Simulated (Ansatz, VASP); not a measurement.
## One calculation of Eu, two programs

The input INCAR:

```
PREC = Accurate ; ENCUT = 520
EDIFF = 1E-6 ; ISMEAR = -1
SIGMA = 0.05 ; LREAL = False
LASPH = True ; NELM = 150
ALGO = Normal ; ISIF = 2
LWAVE = False ; LCHARG = False
ISPIN = 2 ; MAGMOM = 7
LORBIT = 11 ; LMAXMIX = 6
GGA = CA ; NBANDS = 18
```

KPOINTS

```
regular mesh
0
Gamma
  8 8 8
```

The input POSCAR:

```
Eu
1.0
   -2.3182521001      2.3182521001      2.3182521001
    2.3182521001     -2.3182521001      2.3182521001
    2.3182521001      2.3182521001     -2.3182521001
Eu
1
Direct
    0.0000000000      0.0000000000      0.0000000000
```

Contents of input.yaml:

```yaml
crystal:
  lattice:
    - [-2.3182521001, 2.3182521001, 2.3182521001]
    - [2.3182521001, -2.3182521001, 2.3182521001]
    - [2.3182521001, 2.3182521001, -2.3182521001]
  atoms:
    - { symbol: Eu, position: [0.0, 0.0, 0.0], spin: 7.0 }
kpoints:
  mp_grid: { grid: [8, 8, 8] }
scf:
  occupations: { method: fermi_dirac, width: 0.05 }
hamiltonian:
  xc: lda
  pseudopotentials: { kind: all_electron, lapw: { basis_error: 0.001 } }
magnetization:
  spin_polarized: true
output:
  forces: true
  stress: true
  eigenvalues: true
```

Change from the starting cell: volume scaled by 1.02.

Alike in both runs: task single point; functional LDA; k mesh 8 × 8 × 8; occupations fermi-dirac, width 0.05 eV; collinear spin.

|  | VASP | Ansatz |
| --- | --- | --- |
| version | VASP 6.6.1 | Ansatz 0.2.0 |
| potentials or method | VASP PAW PBE potentials, release 64 (Eu), cutoff 520 eV | all-electron LAPW, scalar-relativistic |

|  | VASP | Ansatz | Ansatz less VASP |
| --- | --- | --- | --- |
| gap on the k mesh at the Fermi level (eV) | none | none | - |
| pressure (GPa) | -3.8 | -3.6 | +0.23 |
| net moment per atom (μB) | 7.25 | 7.30 | +0.047 |
| size of the moment on the site where the two differ most (μB) | 6.71 | 7.16 | +0.449 |

VASP's potentials were made for PBE, not for LDA. LDA's correlation is that of Perdew and Zunger in VASP and of Perdew and Wang (1992) in Ansatz. Site moments also hang on the region over which each program counts them. A gap of «none» marks a metal or a gap that the smearing closes. Ansatz ran all-electron here, and VASP with PAW potentials.

Neither program's run includes spin-orbit coupling. Noted on Ansatz's run: the open f shell may have settled in a state that isn't the lowest.
